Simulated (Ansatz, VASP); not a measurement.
**One calculation of KTaO3, two programs**

```
CELL_PARAMETERS angstrom
4.02376 0.00000 0.00000
0.00000 4.02376 0.00000
0.00000 0.00000 4.02376
ATOMIC_POSITIONS crystal
K 0.50000 0.50000 0.50000
Ta 0.00000 0.00000 0.00000
O 0.50000 0.00000 0.00000
O 0.00000 0.50000 0.00000
O 0.00000 0.00000 0.50000
```

Alike in both runs: task relaxation of cell and atoms; functional PBE; k mesh 8 × 8 × 8; occupations gaussian, width 0.02 eV; no spin polarisation.

|  | VASP | Ansatz |
| --- | --- | --- |
| version | VASP 6.6.1 | Ansatz 0.2.0 |
| potentials or method | VASP PAW PBE potentials, release 64 (K_sv, Ta_pv, O), cutoff 600 eV | scalar-relativistic, plane waves, PAW |
| valence electrons in the cell | 38 | 40 |

```tsv
	VASP	Ansatz	Ansatz less VASP
gap on the k mesh at the Fermi level, each at its own relaxed structure (eV)	2.11	2.16	+0.049
relaxed volume (Å³/atom)	13.06	13.04	-0.027
relaxed cell length with the largest relative difference (Å)	4.027	4.025	-0.0027
```

VASP's potentials hold 38 valence electrons a cell and Ansatz's 40, so a difference there can come from the potentials and not from the codes.

Neither program's run includes spin-orbit coupling.
